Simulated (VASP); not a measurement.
# NaCl (ae) (Fm-3m) in VASP: further runs, part 2 of 2

VASP 6.6.1. Earlier steps stand in the parts before.

**3. Relaxation of cell and atoms, PBE**

This run uses another cell than the first one, of 23.38 Å³/atom, 1.012 times its volume.

Input file INCAR:

```
ALGO     = Normal         # electronic algorithm
EDIFF    = 1E-7           # SCF threshold, eV
EDIFFG   = -0.003         # ionic threshold
ENCUT    = 500            # plane-wave cutoff, eV
GGA      = PE             # functional
GGA_COMPAT= F            
IBRION   = 2              # ionic algorithm
ISIF     = 3              # what is computed and relaxed
ISMEAR   = 0              # smearing method
LASPH    = T              # aspherical terms in the spheres
LCHARG   = F              # write CHGCAR
LREAL    = F              # projectors in reciprocal space
LWAVE    = F              # write WAVECAR
NELM     = 120            # most SCF steps
NELMIN   = 4            
NSW      = 50             # ionic steps
PREC     = Accurate       # precision mode
SIGMA    = 0.02           # smearing width, eV
```

Input file KPOINTS:

```
k-points
0
Gamma
  8 8 8
```

Input file POSCAR:

```
NaCl
1.0
    0.0000000000      2.8593110682      2.8593110682
    2.8593110682      0.0000000000      2.8593110682
    2.8593110682      2.8593110682      0.0000000000
Na Cl
1 1
Direct
    0.0000000000      0.0000000000      0.0000000000
    0.5000000000      0.5000000000      0.5000000000
```

Potentials or basis: VASP PAW PBE potentials, release 64 (Na_pv, Cl).

Command:

```console
$ cat potpaw_PBE.64/Na_pv/POTCAR potpaw_PBE.64/Cl/POTCAR > POTCAR
$ mpirun -np 1 vasp_std > vasp.out
```

OUTCAR:

```text
EDIFF = 1E-7
   EDIFFG = -0.003
   ENCUT = 500
   GGA = PE
   IBRION = 2
   ISIF = 3
   ISMEAR = 0
   LASPH = T
   LREAL = F
   NELM = 120
   NELMIN = 4
   NSW = 50
   PREC = Accurate

 ion  position               nearest neighbor table
   1  0.000  0.000  0.000-
   2  0.500  0.500  0.500-

  LATTYP: Found a face centered cubic cell.
 ALAT       =     5.7186221364

  Lattice vectors:

 A1 = (   0.0000000000,   2.8593110682,   2.8593110682)
 A2 = (   2.8593110682,   0.0000000000,   2.8593110682)
 A3 = (   2.8593110682,   2.8593110682,   0.0000000000)

Analysis of symmetry for initial positions (statically):
=====================================================================
 Subroutine PRICEL returns:
 Original cell was already a primitive cell.

 Routine SETGRP: Setting up the symmetry group for a
 face centered cubic supercell.

 Subroutine GETGRP returns: Found 48 space group operations
 (whereof 48 operations were pure point group operations)
 out of a pool of 48 trial point group operations.

The static configuration has the point symmetry O_h .

Analysis of symmetry for dynamics (positions and initial velocities):
=====================================================================
 Subroutine PRICEL returns:
 Original cell was already a primitive cell.

 Routine SETGRP: Setting up the symmetry group for a
 face centered cubic supercell.

 Subroutine GETGRP returns: Found 48 space group operations
 (whereof 48 operations were pure point group operations)
 out of a pool of 48 trial point group operations.

The dynamic configuration has the point symmetry O_h .

 Subroutine INISYM returns: Found 48 space group operations
 (whereof 48 operations are pure point group operations),
 and found     1 'primitive' translations

[... 134 lines left out ...]
--------------------------------------- Ionic step        1  -------------------------------------------

 number of electron      13.9999994 magnetization

 Free energy of the ion-electron system (eV)
  ---------------------------------------------------
  ext. energy  EPLUGINS =         0.00000000
  ---------------------------------------------------
  free energy    TOTEN  =        -6.77727885 eV

  energy without entropy =       -6.77727885  energy(sigma->0) =       -6.77727885

------------------------ aborting loop because EDIFF is reached ----------------------------------------

  FORCE on cell =-STRESS in cart. coord.  units (eV):
  Direction    XX          YY          ZZ          XY          YZ          ZX
  --------------------------------------------------------------------------------------
  -------------------------------------------------------------------------------------
  Total       -0.0964962     -0.0964962     -0.0964962      0.0000000      0.0000000     -0.0000000
  in kB       -3.3067896     -3.3067896     -3.3067896      0.0000000      0.0000000     -0.0000000
  external PRESSURE =      -3.3067896 kB  Pullay stress =       0.0000000 kB
[... 59 lines left out ...]
--------------------------------------- Ionic step        3  -------------------------------------------

 number of electron      13.9999992 magnetization

 Free energy of the ion-electron system (eV)
  ---------------------------------------------------
  ext. energy  EPLUGINS =         0.00000000
  ---------------------------------------------------
  free energy    TOTEN  =        -6.77796020 eV

  energy without entropy =       -6.77796020  energy(sigma->0) =       -6.77796020

 E-fermi :  -0.7966     XC(G=0):  -8.0471

 val. band max:       -0.8901635847   @ k =   0.0000   0.0000   0.0000
 cond. band min:       4.1112925012   @ k =   0.0000   0.0000   0.0000
 fundamental gap:      5.0014560859
 Fermi energy:        -0.7965543487

 k-point     1 :       0.0000    0.0000    0.0000
  band No.  band energies     occupation
      1     -21.7640      2.00000
      2     -21.7640      2.00000
      3     -21.7640      2.00000
      4     -13.4877      2.00000
      5      -0.8902      2.00000
      6      -0.8902      2.00000
      7      -0.8902      2.00000
      8       4.1113      0.00000
      9      10.1999      0.00000
     10      10.1999      0.00000
     11      10.1999      0.00000
[... 309 lines left out ...]
 k-point    24 :      -0.3750    0.2500    0.1250
  band No.  band energies     occupation
      1     -21.7844      2.00000
      2     -21.7711      2.00000
      3     -21.7678      2.00000
      4     -13.1482      2.00000
      5      -2.4672      2.00000
      6      -1.6142      2.00000
      7      -1.2798      2.00000
      8       7.3678      0.00000
      9       8.5243      0.00000
     10       9.2621      0.00000
     11      10.7380      0.00000

 [... further k-points ...]

------------------------ aborting loop because EDIFF is reached ----------------------------------------

  FORCE on cell =-STRESS in cart. coord.  units (eV):
  Direction    XX          YY          ZZ          XY          YZ          ZX
  --------------------------------------------------------------------------------------
  -------------------------------------------------------------------------------------
  Total       -0.0032984     -0.0032984     -0.0032984      0.0000000      0.0000000      0.0000000
  in kB       -0.1145727     -0.1145727     -0.1145727      0.0000000      0.0000000      0.0000000
  external PRESSURE =      -0.1145727 kB  Pullay stress =       0.0000000 kB
[... 17 lines left out ...]
  FREE ENERGIE OF THE ION-ELECTRON SYSTEM (eV)
  ---------------------------------------------------
  free  energy   TOTEN  =        -6.7779602004 eV

  energy  without entropy=       -6.7779602004  energy(sigma->0) =       -6.77796020

 reached required accuracy - stopping structural energy minimisation
```

OSZICAR:

```text
N       E                     dE             d eps       ncg     rms          rms(c)
DAV:   1     0.973646080697E+02    0.97365E+02   -0.72752E+03   638   0.124E+03
DAV:   2     0.150938631592E+01   -0.95855E+02   -0.89417E+02   738   0.275E+02
DAV:   3    -0.679192327111E+01   -0.83013E+01   -0.82452E+01   782   0.822E+01
[... 27 lines left out ...]
DAV:   4    -0.677796059560E+01    0.50296E-04   -0.33818E-05   890   0.754E-02    0.622E-03
DAV:   5    -0.677795995296E+01    0.64264E-06   -0.32706E-06   719   0.178E-02    0.351E-03
DAV:   6    -0.677796014804E+01   -0.19508E-06   -0.21521E-07   629   0.767E-03    0.166E-03
DAV:   7    -0.677796028348E+01   -0.13544E-06   -0.46657E-08   337   0.246E-03    0.567E-04
DAV:   8    -0.677796020040E+01    0.83086E-07   -0.10831E-08   319   0.172E-03
   3 F= -.67779602E+01 E0= -.67779602E+01  d E =-.681355E-03
```

Wall time 29 s (1 thread of Intel Xeon Platinum 8259CL at 2.50GHz (Skylake/Cascade Lake), shared host); peak memory 0.16 GiB.

What came out:

```yaml
Free_energy: -6.7780 eV
Relaxed_volume: 23.06 Å³/atom
Relaxed_cell: a = 4.025 Å, b = 4.025 Å, c = 4.025 Å, α = 60.00°, β = 60.00°, γ = 60.00°
Space_group_after_relaxing_to_0.05_Å: Fm-3m (No. 225)
Energy_gained_by_relaxing: 0.3 meV/atom
Ionic_steps: 3
Pressure_after_relaxing: 0.0 GPa
Band_gap_on_the_k_mesh: 5.00 eV, direct
```

The path:
| step | energy change (eV) | largest force (eV/Å) | pressure (GPa) | volume (Å³) |
| --- | --- | --- | --- | --- |
| 1 | 0.0000 | 0.0000 | -0.33 | 46.75 |
| 2 | -0.0005 | 0.0000 | -0.17 | 46.43 |
| 3 | -0.0007 | 0.0000 | -0.01 | 46.12 |

Final structure:
```xyz
2
Lattice="0.0000 2.8464 2.8464 2.8464 0.0000 2.8464 2.8464 2.8464 0.0000" Properties=species:S:1:pos:R:3 pbc="T T T"
Na    0.0000    0.0000    0.0000
Cl    2.8464    2.8464    2.8464
```

Levels at points of the mesh, in eV from the valence-band top:
```csv
k point,band 4,band 5,band 6,band 7,band 8,band 9,band 10,band 11
"(0.00, 0.00, 0.00)",-12.60,0.00,0.00,0.00,5.00,11.09,11.09,11.09
"(0.50, 0.00, 0.00)",-12.29,-1.84,-0.25,-0.25,7.22,10.40,10.90,10.90
"(0.50, 0.50, 0.00)",-12.24,-1.59,-0.57,-0.57,7.45,8.10,11.12,14.53
```
